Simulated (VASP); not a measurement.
Wanted: the native input for a VASP 6.6.1 run.

```
Task                   : single point
Functional             : PBE
Potentials or basis    : VASP PAW PBE potentials, release 64 (Pt)
Cutoff                 : 520 eV
k mesh                 : 14 × 14 × 10
Occupations            : fermi-dirac, width 0.05 eV
Spin                   : collinear spin
Starting moments       : [1.0, 1.0] μB
Dipole correction      : no
Further INCAR settings : ALGO = Normal; EDIFF = 1e-06; NBANDS = 21
```

The structure of Pt lies in POSCAR:

```
Pt
1.0
   -2.1163272699      2.4681619322      1.3235201311
    2.4681619322     -2.1163272699      1.3235201311
    2.5519184155      2.5519184155     -0.6791343028
Pt
2
Direct
    0.0159283149      0.9840716851      1.0000000000
    0.7340716851      0.2659283149      0.5000000000
```

These files were run (other wordings do the same):

INCAR

```
SYSTEM = Pt
PREC     = Accurate       ! precision mode
ENCUT    = 520            ! plane-wave cutoff, eV
EDIFF    = 1E-6           ! SCF threshold, eV
ISMEAR   = -1             ! smearing method
SIGMA    = 0.05           ! smearing width, eV
LREAL    = .FALSE.        ! projectors in reciprocal space
LASPH    = .TRUE.         ! aspherical terms in the spheres
NELM     = 150            ! most SCF steps
ALGO     = Normal         ! electronic algorithm
ISIF     = 2              ! what is computed and relaxed
LWAVE    = .FALSE.        ! write WAVECAR
LCHARG   = .FALSE.        ! write CHGCAR
ISPIN    = 2              ! spin polarisation
MAGMOM   = 1 1            ! initial moments
LORBIT   = 11             ! projections on sites
LMAXMIX  = 4              ! l up to which the mixer works
GGA      = PE             ! functional
NBANDS   = 21             ! bands
```

KPOINTS

```
Automatic mesh
0
G
  14 14 10
  0 0 0
```

Potentials or basis: VASP PAW PBE potentials, release 64 (Pt).

Command:

```console
$ cat potpaw_PBE.64/Pt/POTCAR > POTCAR
$ mpirun -np 1 vasp_std > vasp.out
```

It gave:

```json
{
 "Pressure": "9.4 GPa",
 "Largest force": "0.019 eV/Å",
 "Band gap on the k mesh": "zero (filled and empty bands overlap)",
 "Net moment": "0.00 μB per cell",
 "Valence electrons inside the program's atomic spheres": "Pt 9.33"
}
```

Caveat: the cell stands under pressure; spin-orbit coupling is left out, which moves the levels of the heavy elements.

Run time: 14 min on 1 thread of Oxide Virtual Turin-like Processor, on a shared host, peak memory 0.52 GiB.
